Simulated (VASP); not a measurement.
Input of a VASP 6.6.1 run:

INCAR

```
SYSTEM = BeTe
ALGO = Normal ; EDIFF = 1E-6
ENCUT = 600 ; GGA = PE
GGA_COMPAT = .False. ; ISIF = 2
ISMEAR = -1 ; LASPH = .True.
LCHARG = .True. ; LELF = .True.
LREAL = .False. ; LVHAR = .True.
LWAVE = .False. ; NBANDS = 11
NELM = 120 ; PREC = Accurate
SIGMA = 0.1
```

Contents of KPOINTS:

```
k-points
0
Gamma
  13 13 13
  0 0 0
```

File POSCAR:

```
BeTe
1.0
    0.0000000000      2.7345254195      2.7345254195
    2.7345254195      0.0000000000      2.7345254195
    2.7345254195      2.7345254195      0.0000000000
Be Te
1 1
Direct
    0.0000000000      0.0000000000      0.0000000000
    0.2500000000      0.2500000000      0.2500000000
```

Potentials or basis: VASP PAW PBE potentials, release 64 (Be, Te).

Run with:

```console
$ cat potpaw_PBE.64/Be/POTCAR potpaw_PBE.64/Te/POTCAR > POTCAR
$ mpirun -np 1 vasp_std > vasp.out
```

(1) Estimate the pressure.

(2) Estimate the band gap on the k mesh.

Answers

(1) 7.5 GPa.

(2) 1.76 eV (least direct gap 3.52 eV).

Caveat: the cell stands under pressure; spin-orbit coupling is left out, which moves the levels of the heavy elements; an odd mesh through Γ misses points on the zone boundary, where band edges can lie.
